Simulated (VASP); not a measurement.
# H2Os (P4/mmm) in VASP: further runs, part 2 of 2

VASP 6.6.1. Earlier steps stand in the parts before.

## Step 3: Single point, PBE

This run uses another cell than the first one, of 9.77 Å³/atom.

Input file INCAR:

```
  PREC = Accurate
  ENCUT = 560
  EDIFF = 1E-6
  ISMEAR = 0
  SIGMA = 0.1
  LREAL = F
  LASPH = T
  NELM = 120
  ALGO = Normal
  ISIF = 2
  LWAVE = F
  LCHARG = F
  GGA = PE
  NBANDS = 16
  GGA_COMPAT = F
```

Input file KPOINTS:

```
regular mesh
0
Gamma
  18 18 10
```

Input file POSCAR:

```
H2Os
1.0
    2.5841591260      0.0000000000      0.0000000000
    0.0000000000      2.5841591260      0.0000000000
    0.0000000000      0.0000000000      4.3869275869
H Os
2 1
Direct
    0.5000000000      0.5000000000      0.2065652531
    0.5000000000      0.5000000000      0.7934347469
    0.0000000000      0.0000000000      0.0000000000
```

Potentials or basis: VASP PAW PBE potentials, release 64 (H, Os_sv_GW).

Command:

```sh
cat potpaw_PBE.64/H/POTCAR potpaw_PBE.64/Os_sv_GW/POTCAR > POTCAR
mpirun -np 1 vasp_std > vasp.out
```

OUTCAR:

```text
PREC = Accurate
   ENCUT = 560
   EDIFF = 1E-6
   ISMEAR = 0
   LREAL = F
   LASPH = T
   NELM = 120
   ISIF = 2
   GGA = PE

 ion  position               nearest neighbor table
   1  0.500  0.500  0.207-   3 2.04   3 2.04   3 2.04   3 2.04
   2  0.500  0.500  0.793-   3 2.04   3 2.04   3 2.04   3 2.04
   3  0.000  0.000  0.000-   1 2.04   2 2.04   1 2.04   2 2.04   1 2.04   2 2.04   1 2.04   2 2.04

  LATTYP: Found a simple tetragonal cell.
 ALAT       =     2.5841591260
 C/A-ratio  =     1.6976228525

  Lattice vectors:

 A1 = (   2.5841591260,   0.0000000000,   0.0000000000)
 A2 = (   0.0000000000,   2.5841591260,   0.0000000000)
 A3 = (   0.0000000000,   0.0000000000,   4.3869275869)

Analysis of symmetry for initial positions (statically):
=====================================================================
 Subroutine PRICEL returns:
 Original cell was already a primitive cell.

 Routine SETGRP: Setting up the symmetry group for a
 simple tetragonal supercell.

 Subroutine GETGRP returns: Found 16 space group operations
 (whereof 16 operations were pure point group operations)
 out of a pool of 16 trial point group operations.

The static configuration has the point symmetry D_4h.

Analysis of symmetry for dynamics (positions and initial velocities):
=====================================================================
 Subroutine PRICEL returns:
 Original cell was already a primitive cell.

 Routine SETGRP: Setting up the symmetry group for a
 simple tetragonal supercell.

 Subroutine GETGRP returns: Found 16 space group operations
 (whereof 16 operations were pure point group operations)
 out of a pool of 16 trial point group operations.

The dynamic configuration has the point symmetry D_4h.

 Subroutine INISYM returns: Found 16 space group operations
 (whereof 16 operations are pure point group operations),
 and found     1 'primitive' translations

----------------------------------------------------------------------------------------

                                     Primitive cell

  volume of cell :      29.2954

  direct lattice vectors                    reciprocal lattice vectors
     2.584159126  0.000000000  0.000000000     0.386973074  0.000000000  0.000000000
     0.000000000  2.584159126  0.000000000     0.000000000  0.386973074  0.000000000
     0.000000000  0.000000000  4.386927587     0.000000000  0.000000000  0.227949967

  length of vectors
     2.584159126  2.584159126  4.386927587     0.386973074  0.386973074  0.227949967

  position of ions in fractional coordinates (direct lattice)
     0.500000000  0.500000000  0.206565253
     0.500000000  0.500000000  0.793434747
     0.000000000  0.000000000  0.000000000

  ion indices of the primitive-cell ions
   primitive index   ion index
                 1           1
                 2           2
                 3           3

----------------------------------------------------------------------------------------

 KPOINTS: regular mesh

Automatic generation of k-mesh.
 Grid dimensions read from file:
 generate k-points for:   18   18   10

 Generating k-lattice:

  Cartesian coordinates                     Fractional coordinates (reciprocal lattice)
     0.021498504  0.000000000  0.000000000     0.055555556  0.000000000  0.000000000
     0.000000000  0.021498504  0.000000000     0.000000000  0.055555556  0.000000000
     0.000000000  0.000000000  0.022794997     0.000000000  0.000000000  0.100000000

  Length of vectors
     0.021498504  0.021498504  0.022794997

  Shift w.r.t. Gamma in fractional coordinates (k-lattice)
     0.000000000  0.000000000  0.000000000

 Subroutine IBZKPT returns following result:
 ===========================================

 Found    330 irreducible k-points:

 Following reciprocal coordinates:
            Coordinates               Weight
  0.000000  0.000000  0.000000      1.000000
  0.055556  0.000000  0.000000      4.000000
  0.111111  0.000000  0.000000      4.000000
  0.166667  0.000000  0.000000      4.000000
  0.222222  0.000000  0.000000      4.000000
  0.277778  0.000000  0.000000      4.000000
[... 16 lines left out ...]
  0.277778  0.111111  0.000000      8.000000
  0.333333  0.111111  0.000000      8.000000
 [... further k-points ...]
   k-points           NKPTS =    330   k-points in BZ     NKDIM =    330   number of bands    NBANDS=     16
   number of dos      NEDOS =    301   number of ions     NIONS =      3
   total plane-waves  NPLWV =  14400
   dimension x,y,z NGX =    20 NGY =   20 NGZ =   36
   dimension x,y,z NGXF=    40 NGYF=   40 NGZF=   72
   ions per type =               2   1
   NGX,Y,Z   is equivalent  to a cutoff of  12.87, 12.87, 13.64 a.u.
   NGXF,Y,Z  is equivalent  to a cutoff of  25.73, 25.73, 27.28 a.u.
 SYSTEM =  unknown system
   PREC   = accura    normal or accurate (medium, high low for compatibility)
   ISTART =      0    job   : 0-new  1-cont  2-samecut
   ICHARG =      2    charge: 1-file 2-atom 10-const
   ISPIN  =      1    spin polarized calculation?
   LNONCOLLINEAR =      F non collinear calculations
   LSORBIT =      F    spin-orbit coupling
   LASPH  =      T    aspherical Exc in radial PAW
   ENCUT  =  560.0 eV  41.16 Ry    6.42 a.u.   4.99  4.99  8.46*2*pi/ulx,y,z
   NELM   =    120;   NELMIN=  2; NELMDL= -5     # of ELM steps
   EDIFF  = 0.1E-05   stopping-criterion for ELM
   LREAL  =      F    real-space projection
   EDIFFG = 0.1E-04   stopping-criterion for IOM
   NSW    =      0    number of steps for IOM
   IBRION =     -1    ionic relax: 0-MD 1-quasi-New 2-CG
   NFREE  =      0    steps in history (QN), initial steepest desc. (CG)
   ISIF   =      2    stress and relaxation
   ISYM   =      2    0-nonsym 1-usesym 2-fastsym
   POTIM  = 0.5000    time-step for ionic-motion
   TEBEG  =    0.0;   TEEND  =   0.0 temperature during run
   PSTRESS=    0.0 pullay stress
   NELECT =      18.0000    total number of electrons
   NUPDOWN=      -1.0000    fix difference up-down
   EMIN   =  10.00;   EMAX   =-10.00  energy-range for DOS
   EFERMI =   0.00;   METHOD = LEGACY
   ISMEAR =     0;   SIGMA  =   0.10  broadening in eV -4-tet -1-fermi 0-gaus
   EFERMI_NEDOS =   21; number of points for ismear=-14 and -15
   IALGO  =     38    algorithm
   IMIX   =      4    mixing-type and parameters
     AMIX     =   0.40;   BMIX     =  1.00
     AMIX_MAG =   1.60;   BMIX_MAG =  1.00
  volume/ion in A,a.u.               =       9.77        65.90
  Fermi-wavevector in a.u.,A,eV,Ry     =   1.391765  2.630055 26.354630  1.937011
  Thomas-Fermi vector in A             =   2.515573
   LORBIT       =      0    0 simple, 1 ext, 2 COOP (PROOUT), +10 PAW based schemes
   GGA     = PE    functional components
   LHFCALC =     F    Hartree Fock is set to
   AEXX    =    0.0000 exact exchange contribution
   IVDW    =     0    specifies the selected vdW correction
   LEPSILON=     F    determine dielectric tensor
   LRPA    =     F    only Hartree local field effects (RPA)
 non-spin polarized calculation
 Gauss-broadening in eV      SIGMA  =   0.10
  energy-cutoff  :      560.00
  volume of cell :       29.30
 maximum number of plane-waves:       896
 NGX is ok and might be reduce to    20
   NGX =  9   NGY =  9   NGZ = 17

 number of electron      17.9999999 magnetization

 Free energy of the ion-electron system (eV)
  ---------------------------------------------------
  ext. energy  EPLUGINS =         0.00000000
  ---------------------------------------------------
  free energy    TOTEN  =       -16.18496721 eV

  energy without entropy =      -16.17647382  energy(sigma->0) =      -16.18072051

 E-fermi :   5.4562     XC(G=0): -10.8044

 val. band max:        5.4560340459   @ k =   0.5000   0.5000   0.0000
 cond. band min:       5.4568363807   @ k =   0.3889   0.1111   0.4000
 fundamental gap:      0.0008023348
 Fermi energy:         5.4561554685

 k-point     1 :       0.0000    0.0000    0.0000
  band No.  band energies     occupation
      1     -80.6736      2.00000
      2     -39.9584      2.00000
      3     -39.7280      2.00000
      4     -39.7280      2.00000
      5      -5.9708      2.00000
      6      -0.0765      2.00000
[... 433 lines left out ...]
      3     -39.8700      2.00000
      4     -39.7757      2.00000
      5      -2.8710      2.00000
      6      -0.2544      2.00000
[... 8 lines left out ...]
     15      19.1725      0.00000
     16      21.8062      0.00000

 [... further k-points ...]

------------------------ aborting loop because EDIFF is reached ----------------------------------------

  FORCE on cell =-STRESS in cart. coord.  units (eV):
  Direction    XX          YY          ZZ          XY          YZ          ZX
  --------------------------------------------------------------------------------------
  -------------------------------------------------------------------------------------
  Total       -0.1265990     -0.1265990     -0.1644235      0.0000000      0.0000000      0.0000000
  in kB       -6.9237591     -6.9237591     -8.9923987      0.0000000      0.0000000      0.0000000
  external PRESSURE =      -7.6133056 kB  Pullay stress =       0.0000000 kB

 VOLUME and BASIS-vectors are now :
 -----------------------------------------------------------------------------
  energy-cutoff  :      560.00
  volume of cell :       29.30
      direct lattice vectors                 reciprocal lattice vectors
     2.584159126  0.000000000  0.000000000     0.386973074  0.000000000  0.000000000
     0.000000000  2.584159126  0.000000000     0.000000000  0.386973074  0.000000000
     0.000000000  0.000000000  4.386927587     0.000000000  0.000000000  0.227949967

 POSITION                                       TOTAL-FORCE (eV/Angst)
 -----------------------------------------------------------------------------------
      1.29208      1.29208      0.90619        -0.000000      0.000000      0.001743
      1.29208      1.29208      3.48074         0.000000     -0.000000     -0.001743
      0.00000      0.00000      0.00000         0.000000      0.000000      0.000000
 -----------------------------------------------------------------------------------
    total drift:                               -0.000000      0.000000     -0.000000

  FREE ENERGIE OF THE ION-ELECTRON SYSTEM (eV)
  ---------------------------------------------------
  free  energy   TOTEN  =       -16.1849672094 eV

  energy  without entropy=      -16.1764738194  energy(sigma->0) =      -16.18072051
```

stdout:

```text
POSCAR found type information on POSCAR H Os
 POSCAR found :  2 types and       3 ions
 scaLAPACK will be used
 LDA part: xc-table for (Slater+PW92), standard interpolation
 POSCAR, INCAR and KPOINTS ok, starting setup
 FFT: planning ... GRIDC
 FFT: planning ... GRID_SOFT
 FFT: planning ... GRID
 WAVECAR not read
 entering main loop
```

Wall time 86 s (1 thread of AMD EPYC 9R45 (Zen 5), shared host); peak memory 0.26 GiB.

What came out:

```yaml
Free_energy: -16.1850 eV
Pressure: -0.8 GPa
Band_gap_on_the_k_mesh: zero (bands 9 and 10 overlap by 2.49 eV)
```

Caveat: spin-orbit coupling is left out, which moves the levels of the heavy elements.

The gap in the log of VASP goes by the Fermi energy; the results here count the filled bands.